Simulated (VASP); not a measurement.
KTmI4:

```xyz
6
Lattice="6.4860 0.0000 0.0000 0.0000 4.0158 0.0000 -0.0217 0.0000 7.5232" Properties=species:S:1:pos:R:3 pbc="T T T"
K     3.2322    2.0079    3.7616
Tm    0.0000    0.0000    0.0000
I     2.0465    2.0079    1.0323
I     4.4178    2.0079    6.4909
I     5.2517    0.0000    2.7781
I     1.2126    0.0000    4.7451
```

The cell was generated, and may not be a known phase.

| Property | Result |
| --- | --- |
| Program | VASP 6.6.1 |
| Task | relaxation of cell and atoms |
| Functional | PBE |
| Potentials or basis | VASP PAW PBE potentials, release 64 (K_sv, Tm_3, I), 4f in core |
| Cutoff | 500 eV |
| k mesh | 2 × 3 × 2 |
| Occupations | gaussian, width 0.15 eV |
| Spin | no spin polarisation |

At the start: pressure 8.7 GPa; volume 32.66 Å³/atom.

How do energy, volume and symmetry change on relaxing?

Over 14 steps the energy falls by 501.4 meV/atom and the volume is 47.69 Å³/atom (+46.0 %); space group P2/m (No. 10, to 0.1 Å) before and after.

The path:
| step | energy change (eV) | largest force (eV/Å) | pressure (GPa) | volume (Å³) |
| --- | --- | --- | --- | --- |
| 1 | 0.0000 | 2.2214 | 8.65 | 195.95 |
| 2 | -1.8643 | 1.6830 | -0.57 | 250.32 |
| 3 | -1.9169 | 1.6376 | -1.55 | 263.85 |
| 4 | -2.4690 | 1.2284 | -0.75 | 259.60 |
| 5 | -2.7824 | 0.5139 | 1.43 | 252.90 |
| 6 | -2.7900 | 0.5832 | 1.01 | 253.91 |
| 7 | -2.9327 | 0.2506 | 0.34 | 265.17 |
| 8 | -2.9589 | 0.2253 | 0.00 | 273.71 |
| 9 | -2.9590 | 0.2188 | 0.03 | 272.99 |
| 10 | -2.9839 | 0.1379 | 0.02 | 277.14 |
| 11 | -2.9928 | 0.2106 | 0.06 | 281.64 |
| 12 | -3.0011 | 0.1218 | -0.11 | 284.85 |
| 13 | -3.0029 | 0.0859 | -0.23 | 287.17 |
| 14 | -3.0086 | 0.0713 | -0.06 | 286.14 |

Final structure:
```cif
data_structure
_symmetry_space_group_name_H-M 'P 1'
_symmetry_Int_Tables_number 1
_cell_length_a 7.4830
_cell_length_b 4.5438
_cell_length_c 8.4309
_cell_angle_alpha 90.000
_cell_angle_beta 86.539
_cell_angle_gamma 90.000
_cell_volume 286.14
loop_
_atom_site_label
_atom_site_type_symbol
_atom_site_fract_x
_atom_site_fract_y
_atom_site_fract_z
_atom_site_occupancy
K1 K 0.50000 0.50000 0.50000 1
Tm1 Tm 0.00000 0.00000 0.00000 1
I1 I 0.23559 0.50000 0.11408 1
I2 I 0.76441 0.50000 0.88592 1
I3 I 0.80287 0.00000 0.31434 1
I4 I 0.19713 0.00000 0.68566 1
```

Caveat: the k points lie up to 0.46 Å⁻¹ apart in the final cell; the volume moved by over 15 % at a fixed basis, so the end points are rough; the relaxation stopped at a loose force limit of 0.08 eV/Å, so its end isn't a converged minimum.
